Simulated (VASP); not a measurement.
# TiO (P-62m) in VASP: further runs, part 3 of 3

VASP 6.6.1. The steps go on from the part before.

## (5) Single point, PBEsol

INCAR

```
SYSTEM = TiO
  PREC = Accurate
  ENCUT = 520
  EDIFF = 1E-6
  ISMEAR = 0
  SIGMA = 0.1
  LREAL = .FALSE.
  LASPH = .TRUE.
  NELM = 60
  ALGO = Normal
  ISIF = 2
  LWAVE = .FALSE.
  LCHARG = .FALSE.
  GGA = PS
  ISYM = 0
  NBANDS = 36
```

KPOINTS

```
Automatic mesh
0
Gamma
  6 6 8
  0.5 0.5 0.5
```

POSCAR

```
TiO
1.0
    4.9890877720      0.0000000000      0.0000000000
   -2.4945438860      4.3206767523      0.0000000000
    0.0000000000      0.0000000000      2.8733134400
Ti O
3 3
Direct
    0.6666666667      0.3333333333      0.5000000000
    0.3333333333      0.6666666667      0.5000000000
    0.0000000000      0.0000000000      0.0000000000
    0.6055592400      0.6055592400      0.0000000000
    0.3944407600      0.0000000000      0.0000000000
    0.0000000000      0.3944407600      0.0000000000
```

Potentials or basis: VASP PAW PBE potentials, release 64 (Ti_sv, O).

On the command line:

```bash
$ cat potpaw_PBE.64/Ti_sv/POTCAR potpaw_PBE.64/O/POTCAR > POTCAR
$ mpirun -np 1 vasp_std > vasp.out
```

OUTCAR:

```text
SYSTEM = TiO
   PREC = Accurate
   ENCUT = 520
   EDIFF = 1E-6
   ISMEAR = 0
   LREAL = .FALSE.
   LASPH = .TRUE.
   NELM = 60
   ISIF = 2
   GGA = PS
   ISYM = 0

 ion  position               nearest neighbor table
   1  0.667  0.333  0.500-   6 2.10   6 2.10   5 2.10   5 2.10   4 2.10   4 2.10   2 2.88   2 2.88
                             2 2.88
   2  0.333  0.667  0.500-   5 2.10   5 2.10   6 2.10   6 2.10   4 2.10   4 2.10   1 2.88   1 2.88
                             1 2.88
   3  0.000  0.000  0.000-   5 1.97   4 1.97   6 1.97
   4  0.606  0.606  0.000-   3 1.97   2 2.10   2 2.10   1 2.10   1 2.10
   5  0.394  0.000  0.000-   3 1.97   2 2.10   2 2.10   1 2.10   1 2.10
   6  0.000  0.394  0.000-   3 1.97   1 2.10   1 2.10   2 2.10   2 2.10

IMPORTANT INFORMATION: All symmetrisations will be switched off!
NOSYMM: (Re-)initialisation of all symmetry stuff for point group C_1.

----------------------------------------------------------------------------------------

                                     Primitive cell

  volume of cell :      61.9378

  direct lattice vectors                    reciprocal lattice vectors
     4.989087772  0.000000000  0.000000000     0.200437444  0.115722612  0.000000000
    -2.494543886  4.320676752  0.000000000     0.000000000  0.231445224  0.000000000
     0.000000000  0.000000000  2.873313440     0.000000000  0.000000000  0.348030252

  length of vectors
     4.989087772  4.989087772  2.873313440     0.231445224  0.231445224  0.348030252

  position of ions in fractional coordinates (direct lattice)
     0.666666667  0.333333333  0.500000000
     0.333333333  0.666666667  0.500000000
     0.000000000  0.000000000  0.000000000
     0.605559240  0.605559240  0.000000000
     0.394440760  0.000000000  0.000000000
     0.000000000  0.394440760  0.000000000

  ion indices of the primitive-cell ions
   primitive index   ion index
                 1           1
                 2           2
                 3           3
                 4           4
                 5           5
                 6           6

----------------------------------------------------------------------------------------

 KPOINTS: Automatic mesh

Automatic generation of k-mesh.
 Grid dimensions read from file:
 generate k-points for:    6    6    8

 Generating k-lattice:

  Cartesian coordinates                     Fractional coordinates (reciprocal lattice)
     0.033406241  0.019287102  0.000000000     0.166666667  0.000000000  0.000000000
     0.000000000  0.038574204  0.000000000     0.000000000  0.166666667  0.000000000
     0.000000000  0.000000000  0.043503781     0.000000000  0.000000000  0.125000000

  Length of vectors
     0.038574204  0.038574204  0.043503781

  Shift w.r.t. Gamma in fractional coordinates (k-lattice)
     0.500000000  0.500000000  0.500000000

 Subroutine IBZKPT returns following result:
 ===========================================

 Found    432 irreducible k-points:

 Following reciprocal coordinates:
            Coordinates               Weight
  0.083333  0.083333  0.062500      2.000000
 -0.083333  0.166667  0.062500      2.000000
 -0.166667  0.083333  0.062500      2.000000
 -0.083333 -0.083333  0.062500      2.000000
  0.083333 -0.166667  0.062500      2.000000
  0.166667 -0.083333  0.062500      2.000000
[... 16 lines left out ...]
  0.083333  0.500000  0.062500      2.000000
  0.500000 -0.416667  0.062500      2.000000
 [... further k-points ...]
   k-points           NKPTS =    432   k-points in BZ     NKDIM =    432   number of bands    NBANDS=     36
   number of dos      NEDOS =    301   number of ions     NIONS =      6
   total plane-waves  NPLWV =  38400
   dimension x,y,z NGX =    40 NGY =   40 NGZ =   24
   dimension x,y,z NGXF=    80 NGYF=   80 NGZF=   48
   ions per type =               3   3
   NGX,Y,Z   is equivalent  to a cutoff of  13.33, 13.33, 13.89 a.u.
   NGXF,Y,Z  is equivalent  to a cutoff of  26.66, 26.66, 27.77 a.u.
 SYSTEM =  TiO
   PREC   = accura    normal or accurate (medium, high low for compatibility)
   ISTART =      0    job   : 0-new  1-cont  2-samecut
   ICHARG =      2    charge: 1-file 2-atom 10-const
   ISPIN  =      1    spin polarized calculation?
   LNONCOLLINEAR =      F non collinear calculations
   LSORBIT =      F    spin-orbit coupling
   LASPH  =      T    aspherical Exc in radial PAW
   ENCUT  =  520.0 eV  38.22 Ry    6.18 a.u.   9.28  9.28  5.34*2*pi/ulx,y,z
   NELM   =     60;   NELMIN=  2; NELMDL= -5     # of ELM steps
   EDIFF  = 0.1E-05   stopping-criterion for ELM
   LREAL  =      F    real-space projection
   EDIFFG = 0.1E-04   stopping-criterion for IOM
   NSW    =      0    number of steps for IOM
   IBRION =     -1    ionic relax: 0-MD 1-quasi-New 2-CG
   NFREE  =      0    steps in history (QN), initial steepest desc. (CG)
   ISIF   =      2    stress and relaxation
   ISYM   =      0    0-nonsym 1-usesym 2-fastsym
   POTIM  = 0.5000    time-step for ionic-motion
   TEBEG  =    0.0;   TEEND  =   0.0 temperature during run
   PSTRESS=    0.0 pullay stress
   NELECT =      54.0000    total number of electrons
   NUPDOWN=      -1.0000    fix difference up-down
   EMIN   =  10.00;   EMAX   =-10.00  energy-range for DOS
   EFERMI =   0.00;   METHOD = LEGACY
   ISMEAR =     0;   SIGMA  =   0.10  broadening in eV -4-tet -1-fermi 0-gaus
   EFERMI_NEDOS =   21; number of points for ismear=-14 and -15
   IALGO  =     38    algorithm
   IMIX   =      4    mixing-type and parameters
     AMIX     =   0.40;   BMIX     =  1.00
     AMIX_MAG =   1.60;   BMIX_MAG =  1.00
  volume/ion in A,a.u.               =      10.32        69.66
  Fermi-wavevector in a.u.,A,eV,Ry     =   1.563942  2.955423 33.278709  2.445916
  Thomas-Fermi vector in A             =   2.666639
   LORBIT       =      0    0 simple, 1 ext, 2 COOP (PROOUT), +10 PAW based schemes
   GGA     = PS    functional components
   LHFCALC =     F    Hartree Fock is set to
   AEXX    =    0.0000 exact exchange contribution
   IVDW    =     0    specifies the selected vdW correction
   LEPSILON=     F    determine dielectric tensor
   LRPA    =     F    only Hartree local field effects (RPA)
 non-spin polarized calculation
 Gauss-broadening in eV      SIGMA  =   0.10
  energy-cutoff  :      520.00
  volume of cell :       61.94
 maximum number of plane-waves:      1680
 NGX is ok and might be reduce to    40

 number of electron      54.0000004 magnetization

 Free energy of the ion-electron system (eV)
  ---------------------------------------------------
  ext. energy  EPLUGINS =         0.00000000
  ---------------------------------------------------
  free energy    TOTEN  =       -56.84809096 eV

  energy without entropy =      -56.84318983  energy(sigma->0) =      -56.84564040

 E-fermi :  10.6077     XC(G=0): -12.6927

 val. band max:       10.5657937505   @ k =  -0.0833   0.0000   0.1875
 cond. band min:      10.6175385433   @ k =   0.2500  -0.0833   0.4375
 fundamental gap:      0.0517447928
 Fermi energy:        10.6076884296

 k-point     1 :       0.0833    0.0833    0.0625
  band No.  band energies     occupation
      1     -47.5030      2.00000
      2     -47.4292      2.00000
      3     -46.9570      2.00000
      4     -24.0848      2.00000
      5     -24.0686      2.00000
      6     -23.7899      2.00000
[... 28 lines left out ...]
     35      12.2910      0.00000
     36      12.8238      0.00000

 k-point     2 :      -0.0833    0.1667    0.0625
  band No.  band energies     occupation
      1     -47.5030      2.00000
      2     -47.4292      2.00000
      3     -46.9570      2.00000
      4     -24.0848      2.00000
      5     -24.0686      2.00000
      6     -23.7899      2.00000
[... 28 lines left out ...]
     35      12.2910      0.00000
     36      12.8237      0.00000
[... 817 lines left out ...]
     35      12.5680      0.00000
     36      12.6677      0.00000

 k-point    24 :       0.5000   -0.4167    0.0625
  band No.  band energies     occupation
      1     -47.4788      2.00000
      2     -47.4524      2.00000
      3     -46.9583      2.00000
      4     -24.1333      2.00000
      5     -23.9819      2.00000
      6     -23.8392      2.00000
[... 28 lines left out ...]
     35      12.5680      0.00000
     36      12.6675      0.00000

 [... further k-points ...]

------------------------ aborting loop because EDIFF is reached ----------------------------------------

  FORCE on cell =-STRESS in cart. coord.  units (eV):
  Direction    XX          YY          ZZ          XY          YZ          ZX
  --------------------------------------------------------------------------------------
  -------------------------------------------------------------------------------------
  Total       -1.7001560     -1.7001910     -2.4766934      0.0000068     -0.0000010      0.0000125
  in kB      -43.9788046    -43.9797113    -64.0658950      0.0001751     -0.0000255      0.0003239
  external PRESSURE =     -50.6748036 kB  Pullay stress =       0.0000000 kB

 VOLUME and BASIS-vectors are now :
 -----------------------------------------------------------------------------
  energy-cutoff  :      520.00
  volume of cell :       61.94
      direct lattice vectors                 reciprocal lattice vectors
     4.989087772  0.000000000  0.000000000     0.200437444  0.115722612  0.000000000
    -2.494543886  4.320676752  0.000000000     0.000000000  0.231445224  0.000000000
     0.000000000  0.000000000  2.873313440     0.000000000  0.000000000  0.348030252

 POSITION                                       TOTAL-FORCE (eV/Angst)
 -----------------------------------------------------------------------------------
      2.49454      1.44023      1.43666        -0.000015     -0.000015      0.000002
     -0.00000      2.88045      1.43666         0.000006      0.000020     -0.000002
      0.00000      0.00000      0.00000         0.000018     -0.000010     -0.000007
      1.51059      2.61643      0.00000         0.008737      0.015023      0.000003
      1.96790      0.00000      0.00000        -0.017392      0.000062      0.000003
     -0.98395      1.70425      0.00000         0.008646     -0.015081      0.000002
 -----------------------------------------------------------------------------------
    total drift:                                0.000007      0.000008     -0.000009

  FREE ENERGIE OF THE ION-ELECTRON SYSTEM (eV)
  ---------------------------------------------------
  free  energy   TOTEN  =       -56.8480909611 eV

  energy  without entropy=      -56.8431898319  energy(sigma->0) =      -56.84564040
```

Run time: 7.8 min. Hardware: 1 thread of Intel Xeon 6975P-C (Granite Rapids), shared host; peak memory 0.75 GiB.

Results:

* Free energy: -56.8481 eV
* Pressure: -5.1 GPa
* Largest force: 0.017 eV/Å
* Band gap on the k mesh: zero (bands 27 and 28 overlap by 0.77 eV)

Forces in eV/Å, atoms in the order of the input:
```
Ti   0.000  0.000  0.000
Ti   0.000  0.000  0.000
Ti   0.000  0.000  0.000
O    0.009  0.015  0.000
O   -0.017  0.000  0.000
O    0.009 -0.015  0.000
```

Levels at points of the mesh, in eV from the Fermi level:
```
           k point  band 23  band 24  band 25  band 26  band 27  band 28  band 29  band 30  band 31  band 32
(0.08, 0.08, 0.06)    -5.86    -5.66    -3.16    -1.50    -0.99    -0.14     0.35     0.48     0.65     0.85
```

Caveat: the cell stands under tension; the PAW data sets were made with another functional, which shifts forces and pressure a little; semilocal functionals often make such compounds metallic where correlation or magnetic order opens a gap, which also shifts bond lengths.

## (6) Single point, PBEsol

INCAR

```
  ALGO = Normal
  EDIFF = 1E-6
  ENCUT = 520
  GGA = PS
  ISIF = 2
  ISMEAR = 0
  LASPH = T
  LCHARG = F
  LREAL = F
  LWAVE = F
  NBANDS = 36
  NELM = 80
  PREC = Accurate
  SIGMA = 0.1
```

KPOINTS

```
k-points
0
Gamma
  12 12 14
```

POSCAR is that of step 5.

Potentials or basis: VASP PAW PBE potentials, release 64 (Ti_sv, O).

On the command line:

```bash
$ cat potpaw_PBE.64/Ti_sv/POTCAR potpaw_PBE.64/O/POTCAR > POTCAR
$ mpirun -np 1 vasp_std > vasp.out
```

Run time: 2.9 min. Hardware: 1 thread of Intel Xeon 6975P-C (Granite Rapids), shared host; peak memory 0.37 GiB.

Results (log left out):

| Quantity | Value |
| --- | --- |
| Free energy | -56.8486 eV |
| Pressure | -5.0 GPa |
| Largest force | 0.016 eV/Å |
| Band gap on the k mesh | zero (bands 27 and 28 overlap by 1.41 eV) |

Forces on the atoms (eV/Å):
```
Ti   0.000  0.000  0.000
Ti   0.000  0.000  0.000
Ti   0.000  0.000  0.000
O    0.008  0.014  0.000
O   -0.016  0.000  0.000
O    0.008 -0.014  0.000
```

Stress tensor (GPa, compression positive):
```
-4.45  0.00  0.00
 0.00 -4.45  0.00
 0.00  0.00 -6.22
```

Levels at points of the mesh, in eV from the Fermi level:
| k point | band 25 | band 26 | band 27 | band 28 | band 29 | band 30 |
| --- | --- | --- | --- | --- | --- | --- |
| (0.00, 0.00, 0.00) | -3.44 | -0.86 | -0.85 | -0.85 | 0.26 | 0.26 |
| (0.50, 0.00, 0.00) | -2.52 | -2.10 | -1.81 | 0.33 | 0.86 | 1.07 |
| (0.00, 0.00, 0.50) | -1.98 | -1.98 | 0.56 | 0.99 | 0.99 | 1.14 |
| (0.50, 0.00, 0.50) | -2.03 | -1.45 | -0.56 | 0.46 | 0.60 | 1.55 |

Caveat: the cell stands under tension; the PAW data sets were made with another functional, which shifts forces and pressure a little; semilocal functionals often make such compounds metallic where correlation or magnetic order opens a gap, which also shifts bond lengths.

## (7) The runs side by side

```tsv
k mesh	smearing	gap on the mesh (eV)	pressure (GPa)	largest force (eV/Å)
12 × 12 × 12	gaussian 0.1 eV	none	-5.0	0.02
12 × 12 × 12	methfessel-paxton 0.05 eV	none	-5.0	0.02
12 × 12 × 12	tetrahedron	none	-5.0	0.01
6 × 6 × 8, shifted	gaussian 0.1 eV	none	-5.1	0.02
12 × 12 × 14	gaussian 0.1 eV	none	-5.0	0.02
```

Alike in all rows: task single point; level PBEsol; potentials or basis VASP PAW PBE potentials, release 64 (Ti_sv, O); no spin polarisation; cell as given; cutoff (eV) 520.

Caveats: the cell stands under tension; the PAW data sets were made with another functional, which shifts forces and pressure a little; semilocal functionals often make such compounds metallic where correlation or magnetic order opens a gap, which also shifts bond lengths.

Total energies depend on the potentials used, so only differences within one code and one set of settings carry meaning.
